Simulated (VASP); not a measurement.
A run of VASP 6.6.1:

The input POSCAR:

```
AlPt
1.0
    3.0915460000      0.0000000000      0.0000000000
    0.0000000000      3.0915460000      0.0000000000
    0.0000000000      0.0000000000      3.0915460000
Al Pt
1 1
Direct
    0.0000000000      0.0000000000      0.0000000000
    0.5000000000      0.5000000000      0.5000000000
```

The input INCAR.step1:

```
SYSTEM = AlPt
PREC     = Accurate       ! precision mode
ENCUT    = 520            ! plane-wave cutoff, eV
ISMEAR   = 1              ! smearing method
SIGMA    = 0.05           ! smearing width, eV
LREAL    = .False.        ! projectors in reciprocal space
LASPH    = .True.         ! aspherical terms in the spheres
NELM     = 60             ! most SCF steps
NBANDS   = 14             ! bands
GGA      = PE             ! functional
ALGO     = Normal         ! electronic algorithm
EDIFF    = 1E-4           ! SCF threshold, eV
LWAVE    = .True.         ! write WAVECAR
LCHARG   = .False.        ! write CHGCAR
```

The input INCAR.step2:

```
SYSTEM = AlPt
PREC     = Accurate       ! precision mode
ENCUT    = 520            ! plane-wave cutoff, eV
EDIFF    = 1E-7           ! SCF threshold, eV
ISMEAR   = 1              ! smearing method
SIGMA    = 0.05           ! smearing width, eV
LREAL    = .False.        ! projectors in reciprocal space
LASPH    = .True.         ! aspherical terms in the spheres
NELM     = 60             ! most SCF steps
ALGO     = Normal         ! electronic algorithm
ISIF     = 2              ! what is computed and relaxed
LWAVE    = .False.        ! write WAVECAR
LCHARG   = .True.         ! write CHGCAR
METAGGA  = R2SCAN         ! meta-GGA
LMIXTAU  = .True.       
LELF     = .True.         ! ELF
LVHAR    = .True.       
NBANDS   = 14             ! bands
ISTART   = 1
```

The input KPOINTS:

```
Automatic mesh
0
Gamma
  11 11 11
  0 0 0
```

Potentials or basis: VASP PAW PBE potentials, release 64 (Al, Pt).

The run is started by

```bash
$ cat potpaw_PBE.64/Al/POTCAR potpaw_PBE.64/Pt/POTCAR > POTCAR
$ cp INCAR.step1 INCAR
$ mpirun -np 1 vasp_std > vasp.out
$ cp INCAR.step2 INCAR
$ mpirun -np 1 vasp_std > vasp.out
```

Hardware: 1 thread of Intel(R) Xeon(R) 6975P-C (Granite Rapids), on a shared host.

**Question.** Estimate the wall time of this run.

**Answer.** Wall time 25 s on 1 thread of Intel(R) Xeon(R) 6975P-C (Granite Rapids), with other jobs on the host, peak memory 0.16 GiB. Counts: k points 56.
